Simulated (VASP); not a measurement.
Runs of VASP 6.6.1 on PbS. The structure is that of space group Fm-3m (No. 225), or close to it. The cells are those of the table. 

| task | cell | cutoff (eV) | gap on the mesh (eV) | pressure (GPa) | largest force (eV/Å) |
| --- | --- | --- | --- | --- | --- |
| relaxation of shape and atoms at fixed volume | relaxed from a = 4.161, b = 4.161, c = 5.886 Å, 4 atoms | 600 | 0.28 | 3.7 | 0.01 |
| single point | a = 4.117, b = 4.117, c = 5.823 Å, 4 atoms | 520 | 0.14 | 6.1 | - |
| single point | a = 4.248, b = 4.248, c = 6.009 Å, 4 atoms | 520 | 0.50 | 0.0 | 0.01 |
| relaxation of cell and atoms | relaxed from a = 4.248, b = 4.248, c = 6.009 Å, 4 atoms | 600 | 0.50 | 0.0 | 0.01 |
| relaxation of shape and atoms at fixed volume | relaxed from a = 4.071, b = 4.071, c = 5.758 Å, 4 atoms | 600 | (a) | 8.8 | 0.01 |

Alike in all rows: level PBE; potentials or basis VASP PAW PBE potentials, release 64 (Pb_d, S); no spin polarisation; k mesh 8 × 8 × 6; smearing gaussian 0.02 eV.

Question: Estimate the missing entries.

Answer: (a) 0.02.

Caveats: spin-orbit coupling is left out, which moves the levels of the heavy elements; the relaxation stopped at its first step, so nothing moved (some runs).

A k mesh can miss the band edges, and the runs leave out spin-orbit coupling on Pb.
